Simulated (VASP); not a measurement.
Runs of VASP 6.6.1 on CaO. The structure is that of space group P6_3/mmc (No. 194), or close to it. The cells are those of the table. 

```csv
cell,gap on the mesh (eV),pressure (GPa),largest force (eV/Å)
"a = 3.952, b = 3.982, c = 4.785 Å, angles 90.0, 90.0, 119.8°, 4 atoms",3.05,-4.3,0.06
"a = 3.932, b = 3.977, c = 4.785 Å, angles 90.0, 90.0, 119.6°, 4 atoms",3.07,-3.9,0.09
"a = 4.072, b = 4.012, c = 4.785 Å, angles 90.0, 90.0, 120.5°, 4 atoms",2.91,(a),0.10
"a = 4.012, b = 3.997, c = 4.785 Å, angles 90.0, 90.0, 120.1°, 4 atoms",2.98,(b),0.03
```

Alike in all rows: task single point; level LDA; potentials or basis VASP PAW LDA potentials, release 64 (Ca_sv, O); no spin polarisation; k mesh 9 × 9 × 6; cutoff (eV) 520; smearing gaussian 0.05 eV.

Task: Fill in the values left out.

Result: (a) -6.5; (b) -5.5.

A k mesh can miss the band edges.
